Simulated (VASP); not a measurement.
# Ti (Fd-3m) in VASP: further runs

The runs below take Ti through single point, with PBE.

Program: VASP 6.6.1. These are calculated values, not measurements. Logs are shortened: lines on timing, memory, paths and dates and some standing lists are left out, and cuts for length are marked.

## Step 1: The cell of the first run

It takes space group Fd-3m (No. 227, cubic). The conventional cell has a = 4.656 Å, b = 4.656 Å, c = 4.656 Å, α = 90.00°, β = 90.00°, γ = 90.00°. Within 2.7 Å of Ti (site symmetry -43m) lie 4 Ti at 2.02 Å.

This isn't the form of Ti at room conditions, which is hcp.

## Step 2: Single point, PBE

INCAR

```
SYSTEM = Ti
ALGO = Normal
EDIFF = 1E-6
ENCUT = 500
GGA = PE
GGA_COMPAT = .FALSE.
ISIF = 2
ISMEAR = -1
LASPH = .TRUE.
LCHARG = .FALSE.
LREAL = .FALSE.
LWAVE = .FALSE.
NBANDS = 19
NELM = 120
PREC = Accurate
SIGMA = 0.05
```

KPOINTS

```
k-points
0
G
  6 6 6
  0 0 0
```

POSCAR

```
Ti
1.0
    0.0000000000      2.3282350044      2.3282350044
    2.3282350044      0.0000000000      2.3282350044
    2.3282350044      2.3282350044      0.0000000000
Ti
2
Direct
    1.0000000000      1.0000000000      1.0000000000
    0.2500000000      0.2500000000      0.2500000000
```

Potentials or basis: VASP PAW PBE potentials, release 64 (Ti_sv).

On the command line:

```bash
$ cat potpaw_PBE.64/Ti_sv/POTCAR > POTCAR
$ mpirun -np 1 vasp_std > vasp.out
```

OUTCAR:

```text
SYSTEM = Ti
   EDIFF = 1E-6
   ENCUT = 500
   GGA = PE
   ISIF = 2
   ISMEAR = -1
   LASPH = .TRUE.
   LREAL = .FALSE.
   NELM = 120
   PREC = Accurate

 ion  position               nearest neighbor table
   1  0.000  0.000  0.000-   2 2.02   2 2.02   2 2.02   2 2.02
   2  0.250  0.250  0.250-   1 2.02   1 2.02   1 2.02   1 2.02

  LATTYP: Found a face centered cubic cell.
 ALAT       =     4.6564700088

  Lattice vectors:

 A1 = (   0.0000000000,   2.3282350044,   2.3282350044)
 A2 = (   2.3282350044,   0.0000000000,   2.3282350044)
 A3 = (   2.3282350044,   2.3282350044,   0.0000000000)

Analysis of symmetry for initial positions (statically):
=====================================================================
 Subroutine PRICEL returns:
 Original cell was already a primitive cell.

 Routine SETGRP: Setting up the symmetry group for a
 face centered cubic supercell.

 Subroutine GETGRP returns: Found 48 space group operations
 (whereof 24 operations were pure point group operations)
 out of a pool of 48 trial point group operations.

The static configuration has the point symmetry T_d .
 The point group associated with its full space group is O_h .

Analysis of symmetry for dynamics (positions and initial velocities):
=====================================================================
 Subroutine PRICEL returns:
 Original cell was already a primitive cell.

 Routine SETGRP: Setting up the symmetry group for a
 face centered cubic supercell.

 Subroutine GETGRP returns: Found 48 space group operations
 (whereof 24 operations were pure point group operations)
 out of a pool of 48 trial point group operations.

The dynamic configuration has the point symmetry T_d .
 The point group associated with its full space group is O_h .

 Subroutine INISYM returns: Found 48 space group operations
 (whereof 24 operations are pure point group operations),
 and found     1 'primitive' translations

----------------------------------------------------------------------------------------

                                     Primitive cell

  volume of cell :      25.2412

  direct lattice vectors                    reciprocal lattice vectors
     0.000000000  2.328235004  2.328235004    -0.214754953  0.214754953  0.214754953
     2.328235004  0.000000000  2.328235004     0.214754953 -0.214754953  0.214754953
     2.328235004  2.328235004  0.000000000     0.214754953  0.214754953 -0.214754953

  length of vectors
     3.292621520  3.292621520  3.292621520     0.371966491  0.371966491  0.371966491

  position of ions in fractional coordinates (direct lattice)
     0.000000000  0.000000000  0.000000000
     0.250000000  0.250000000  0.250000000

  ion indices of the primitive-cell ions
   primitive index   ion index
                 1           1
                 2           2

----------------------------------------------------------------------------------------

 KPOINTS: k-points

Automatic generation of k-mesh.
 Grid dimensions read from file:
 generate k-points for:    6    6    6

 Generating k-lattice:

  Cartesian coordinates                     Fractional coordinates (reciprocal lattice)
    -0.035792492  0.035792492  0.035792492     0.166666667  0.000000000  0.000000000
     0.035792492 -0.035792492  0.035792492     0.000000000  0.166666667  0.000000000
     0.035792492  0.035792492 -0.035792492     0.000000000  0.000000000  0.166666667

  Length of vectors
     0.061994415  0.061994415  0.061994415

  Shift w.r.t. Gamma in fractional coordinates (k-lattice)
     0.000000000  0.000000000  0.000000000

 Subroutine IBZKPT returns following result:
 ===========================================

 Found     16 irreducible k-points:

 Following reciprocal coordinates:
            Coordinates               Weight
  0.000000  0.000000  0.000000      1.000000
  0.166667  0.000000  0.000000      8.000000
  0.333333  0.000000  0.000000      8.000000
  0.500000  0.000000  0.000000      4.000000
  0.166667  0.166667  0.000000      6.000000
  0.333333  0.166667  0.000000     24.000000
[... 8 lines left out ...]
 -0.333333  0.333333  0.166667     24.000000
 -0.333333  0.500000  0.166667     12.000000
   k-points           NKPTS =     16   k-points in BZ     NKDIM =     16   number of bands    NBANDS=     19
   number of dos      NEDOS =    301   number of ions     NIONS =      2
   total plane-waves  NPLWV =  13824
   dimension x,y,z NGX =    24 NGY =   24 NGZ =   24
   dimension x,y,z NGXF=    48 NGYF=   48 NGZF=   48
   ions per type =               2
   NGX,Y,Z   is equivalent  to a cutoff of  12.12, 12.12, 12.12 a.u.
   NGXF,Y,Z  is equivalent  to a cutoff of  24.24, 24.24, 24.24 a.u.
 SYSTEM =  Ti
   PREC   = accura    normal or accurate (medium, high low for compatibility)
   ISTART =      0    job   : 0-new  1-cont  2-samecut
   ICHARG =      2    charge: 1-file 2-atom 10-const
   ISPIN  =      1    spin polarized calculation?
   LNONCOLLINEAR =      F non collinear calculations
   LSORBIT =      F    spin-orbit coupling
   LASPH  =      T    aspherical Exc in radial PAW
   ENCUT  =  500.0 eV  36.75 Ry    6.06 a.u.   6.00  6.00  6.00*2*pi/ulx,y,z
   NELM   =    120;   NELMIN=  2; NELMDL= -5     # of ELM steps
   EDIFF  = 0.1E-05   stopping-criterion for ELM
   LREAL  =      F    real-space projection
   EDIFFG = 0.1E-04   stopping-criterion for IOM
   NSW    =      0    number of steps for IOM
   IBRION =     -1    ionic relax: 0-MD 1-quasi-New 2-CG
   NFREE  =      0    steps in history (QN), initial steepest desc. (CG)
   ISIF   =      2    stress and relaxation
   ISYM   =      2    0-nonsym 1-usesym 2-fastsym
   POTIM  = 0.5000    time-step for ionic-motion
   TEBEG  =    0.0;   TEEND  =   0.0 temperature during run
   PSTRESS=    0.0 pullay stress
   NELECT =      24.0000    total number of electrons
   NUPDOWN=      -1.0000    fix difference up-down
   EMIN   =  10.00;   EMAX   =-10.00  energy-range for DOS
   EFERMI =   0.00;   METHOD = LEGACY
   ISMEAR =    -1;   SIGMA  =   0.05  broadening in eV -4-tet -1-fermi 0-gaus
   EFERMI_NEDOS =   21; number of points for ismear=-14 and -15
   IALGO  =     38    algorithm
   IMIX   =      4    mixing-type and parameters
     AMIX     =   0.40;   BMIX     =  1.00
     AMIX_MAG =   1.60;   BMIX_MAG =  1.00
  volume/ion in A,a.u.               =      12.62        85.17
  Fermi-wavevector in a.u.,A,eV,Ry     =   1.609812  3.042103 35.259416  2.591494
  Thomas-Fermi vector in A             =   2.705462
   LORBIT       =      0    0 simple, 1 ext, 2 COOP (PROOUT), +10 PAW based schemes
   GGA     = PE    functional components
   LHFCALC =     F    Hartree Fock is set to
   AEXX    =    0.0000 exact exchange contribution
   IVDW    =     0    specifies the selected vdW correction
   LEPSILON=     F    determine dielectric tensor
   LRPA    =     F    only Hartree local field effects (RPA)
 non-spin polarized calculation
  energy-cutoff  :      500.00
  volume of cell :       25.24
 maximum number of plane-waves:       650
   NGX = 13   NGY = 13   NGZ = 13

 number of electron      23.9999998 magnetization

 Free energy of the ion-electron system (eV)
  ---------------------------------------------------
  ext. energy  EPLUGINS =         0.00000000
  ---------------------------------------------------
  free energy    TOTEN  =        -8.67019312 eV

  energy without entropy =       -8.64416162  energy(sigma->0) =       -8.65717737

 E-fermi :  12.1690     XC(G=0): -12.7567

 val. band max:       12.1366489099   @ k =   0.5000   0.1667   0.0000
 cond. band min:      12.2185639186   @ k =  -0.1667   0.1667   0.0000
 fundamental gap:      0.0819150087
 Fermi energy:        12.1689774757

 k-point     1 :       0.0000    0.0000    0.0000
  band No.  band energies     occupation
      1     -45.4825      2.00000
      2     -42.5345      2.00000
      3     -21.8992      2.00000
      4     -21.8992      2.00000
      5     -21.8992      2.00000
      6     -19.2572      2.00000
[... 11 lines left out ...]
     18      18.9997      0.00000
     19      18.9997      0.00000

 k-point     2 :       0.1667    0.0000    0.0000
  band No.  band energies     occupation
      1     -45.3525      2.00000
      2     -42.7007      2.00000
      3     -22.0127      2.00000
      4     -22.0126      2.00000
      5     -21.9325      2.00000
      6     -19.1880      2.00000
[... 11 lines left out ...]
     18      18.9401      0.00000
     19      18.9401      0.00000

 k-point     3 :       0.3333    0.0000    0.0000
  band No.  band energies     occupation
      1     -45.0300      2.00000
      2     -43.0945      2.00000
      3     -22.2120      2.00000
      4     -22.2120      2.00000
      5     -22.0238      2.00000
      6     -19.0126      2.00000
[... 11 lines left out ...]
     18      18.6350      0.00000
     19      18.6350      0.00000

 k-point     4 :       0.5000    0.0000    0.0000
  band No.  band energies     occupation
      1     -44.8075      2.00000
      2     -43.3523      2.00000
      3     -22.3015      2.00000
      4     -22.3015      2.00000
      5     -22.0793      2.00000
      6     -18.9089      2.00000
[... 11 lines left out ...]
     18      18.1992      0.00000
     19      18.1992      0.00000

 k-point     5 :       0.1667    0.1667    0.0000
  band No.  band energies     occupation
      1     -45.3057      2.00000
      2     -42.7593      2.00000
      3     -22.1503      2.00000
      4     -22.1503      2.00000
      5     -21.6903      2.00000
      6     -19.4451      2.00000
[... 11 lines left out ...]
     18      18.2359      0.00000
     19      19.3136      0.00000
[... 158 lines left out ...]
      2     -44.1026      2.00000
      3     -22.7198      2.00000
      4     -22.7198      2.00000
      5     -20.5266      2.00000
      6     -20.5266      2.00000
[... 11 lines left out ...]
     18      18.4828      0.00000
     19      19.3410      0.00000

 k-point    14 :       0.5000    0.3333    0.1667
  band No.  band energies     occupation
      1     -44.7175      2.00000
      2     -43.4532      2.00000
      3     -22.6989      2.00000
      4     -22.4799      2.00000
      5     -21.2257      2.00000
      6     -19.7426      2.00000
[... 11 lines left out ...]
     18      16.5035      0.00000
     19      19.1897      0.00000

 k-point    15 :      -0.3333    0.3333    0.1667
  band No.  band energies     occupation
      1     -44.4604      2.00000
      2     -43.7332      2.00000
      3     -22.8113      2.00000
      4     -22.5730      2.00000
      5     -21.0243      2.00000
      6     -19.8736      2.00000
[... 11 lines left out ...]
     18      17.7741      0.00000
     19      18.8898      0.00000

 k-point    16 :      -0.3333    0.5000    0.1667
  band No.  band energies     occupation
      1     -44.1025      2.00000
      2     -44.1025      2.00000
      3     -22.7531      2.00000
      4     -22.7531      2.00000
      5     -20.4625      2.00000
      6     -20.4625      2.00000
[... 11 lines left out ...]
     18      18.6974      0.00000
     19      19.2458      0.00000

------------------------ aborting loop because EDIFF is reached ----------------------------------------

  FORCE on cell =-STRESS in cart. coord.  units (eV):
  Direction    XX          YY          ZZ          XY          YZ          ZX
  --------------------------------------------------------------------------------------
  -------------------------------------------------------------------------------------
  Total       10.3016305     10.3016305     10.3016305      0.0000000      0.0000000      0.0000000
  in kB      653.8921347    653.8921347    653.8921347      0.0000000      0.0000000      0.0000000
  external PRESSURE =     653.8921347 kB  Pullay stress =       0.0000000 kB

 VOLUME and BASIS-vectors are now :
 -----------------------------------------------------------------------------
  energy-cutoff  :      500.00
  volume of cell :       25.24
      direct lattice vectors                 reciprocal lattice vectors
     0.000000000  2.328235004  2.328235004    -0.214754953  0.214754953  0.214754953
     2.328235004  0.000000000  2.328235004     0.214754953 -0.214754953  0.214754953
     2.328235004  2.328235004  0.000000000     0.214754953  0.214754953 -0.214754953

 POSITION                                       TOTAL-FORCE (eV/Angst)
 -----------------------------------------------------------------------------------
      0.00000      0.00000      0.00000        -0.000000     -0.000000     -0.000000
      1.16412      1.16412      1.16412         0.000000      0.000000      0.000000
 -----------------------------------------------------------------------------------
    total drift:                               -0.000000      0.000000      0.000000

  FREE ENERGIE OF THE ION-ELECTRON SYSTEM (eV)
  ---------------------------------------------------
  free  energy   TOTEN  =        -8.6701931183 eV

  energy  without entropy=       -8.6441616238  energy(sigma->0) =       -8.65717737
```

It took 9.5 s on 1 thread of AMD EPYC 7R43 (Zen 3), shared host; peak memory 0.1 GiB.

What came out:

| Property | Result |
| --- | --- |
| Free energy | -8.6702 eV |
| Pressure | 65.4 GPa |
| Band gap on the k mesh | zero (bands 12 and 13 overlap by 2.06 eV) |

Caveat: the k points lie up to 0.39 Å⁻¹ apart, too coarse for converged energies and pressures of a metal; atoms lie so close that the PAW spheres overlap strongly, which falsifies energies and pressures.

## Step 3: Single point, PBE

This run uses another cell than the first one, of 13.80 Å³/atom.

INCAR

```
PREC = Accurate ; ENCUT = 500
EDIFF = 1E-6 ; ISMEAR = -1
SIGMA = 0.05 ; LREAL = False
LASPH = True ; NELM = 120
ALGO = Normal ; ISIF = 2
LWAVE = False ; LCHARG = False
GGA = PE ; NBANDS = 19
GGA_COMPAT = False
```

KPOINTS

```
regular mesh
0
Gamma
  6 6 6
```

POSCAR

```
Ti
1.0
    0.0000000000      2.3987814490      2.3987814490
    2.3987814490      0.0000000000      2.3987814490
    2.3987814490      2.3987814490      0.0000000000
Ti
2
Direct
    1.0000000000      1.0000000000      1.0000000000
    0.2500000000      0.2500000000      0.2500000000
```

Potentials or basis: VASP PAW PBE potentials, release 64 (Ti_sv).

On the command line:

```bash
$ cat potpaw_PBE.64/Ti_sv/POTCAR > POTCAR
$ mpirun -np 1 vasp_std > vasp.out
```

It took 13 s on 1 thread of AMD EPYC 7R43 (Zen 3), shared host; peak memory 0.11 GiB.

Results (log left out):

| Item | Value |
| --- | --- |
| Free energy | -9.4608 eV |
| Pressure | 42.8 GPa |
| Band gap on the k mesh | zero (bands 12 and 13 overlap by 1.57 eV) |

Levels at points of the mesh, in eV from the Fermi level:
| k point | band 8 | band 9 | band 10 | band 11 | band 12 | band 13 | band 14 | band 15 | band 16 | band 17 |
| --- | --- | --- | --- | --- | --- | --- | --- | --- | --- | --- |
| (0.00, 0.00, 0.00) | -31.55 | -5.87 | -1.97 | -1.97 | -0.29 | -0.29 | -0.29 | 2.74 | 2.74 | 2.74 |
| (0.50, 0.00, 0.00) | -31.16 | -2.89 | -1.85 | -1.85 | -1.37 | -0.67 | -0.67 | 1.83 | 4.12 | 4.12 |
| (0.50, 0.50, 0.00) | -30.77 | -3.85 | -3.85 | -0.58 | -0.58 | 1.75 | 1.75 | 2.30 | 2.30 | 5.85 |

Caveat: the k points lie up to 0.38 Å⁻¹ apart, too coarse for converged energies and pressures of a metal; atoms lie so close that the PAW spheres overlap strongly, which falsifies energies and pressures.

## Step 4: Single point, PBE

This run uses another cell than the first one, of 15.97 Å³/atom.

INCAR

```
SYSTEM = Ti
PREC = Accurate ; ENCUT = 500
EDIFF = 1E-6 ; ISMEAR = -1
SIGMA = 0.05 ; LREAL = .FALSE.
LASPH = .TRUE. ; NELM = 120
ALGO = Normal ; ISIF = 2
LWAVE = .FALSE. ; LCHARG = .FALSE.
GGA = PE ; NBANDS = 19
GGA_COMPAT = .FALSE.
```

KPOINTS

```
regular mesh
0
G
  6 6 6
  0 0 0
```

POSCAR

```
Ti
1.0
    0.0000000000      2.5181789137      2.5181789137
    2.5181789137      0.0000000000      2.5181789137
    2.5181789137      2.5181789137      0.0000000000
Ti
2
Direct
    1.0000000000      1.0000000000      1.0000000000
    0.2500000000      0.2500000000      0.2500000000
```

On the command line:

```bash
$ cat potpaw_PBE.64/Ti_sv/POTCAR > POTCAR
$ mpirun -np 1 vasp_std > vasp.out
```

Run time: 16 s. Hardware: 1 thread of AMD EPYC 7R43 (Zen 3), shared host; peak memory 0.11 GiB.

The run converged. Its results:

- Free energy: -10.2938 eV
- Pressure: 21.2 GPa
- Band gap on the k mesh: zero (bands 12 and 13 overlap by 0.85 eV)

Levels at points of the mesh, in eV from the Fermi level:
```
           k point  band 10  band 11  band 12  band 13  band 14  band 15
(0.00, 0.00, 0.00)    -1.45    -1.45    -0.22    -0.22    -0.22     2.36
(0.50, 0.00, 0.00)    -1.52    -1.39    -1.39    -0.42    -0.42     1.30
(0.50, 0.50, 0.00)    -3.12    -0.32    -0.32     1.51     1.51     1.74
```

Caveat: the k points lie up to 0.36 Å⁻¹ apart, too coarse for converged energies and pressures of a metal.

## Step 5: Overview

```csv
cell,gap on the mesh (eV),pressure (GPa)
"a = 3.293 Å, angles 60.0°, 2 atoms",none,65.4
"a = 3.392 Å, angles 60.0°, 2 atoms",none,42.8
"a = 3.561 Å, angles 60.0°, 2 atoms",none,21.2
```

Alike in all rows: task single point; level PBE; potentials or basis VASP PAW PBE potentials, release 64 (Ti_sv); no spin polarisation; k mesh 6 × 6 × 6; cutoff (eV) 500; smearing fermi-dirac 0.05 eV.

Caveats: all runs use coarse meshes; atoms lie so close that the PAW spheres overlap strongly, which falsifies energies and pressures (at least some runs).

Absolute energies hang on the potentials; compare differences alone.
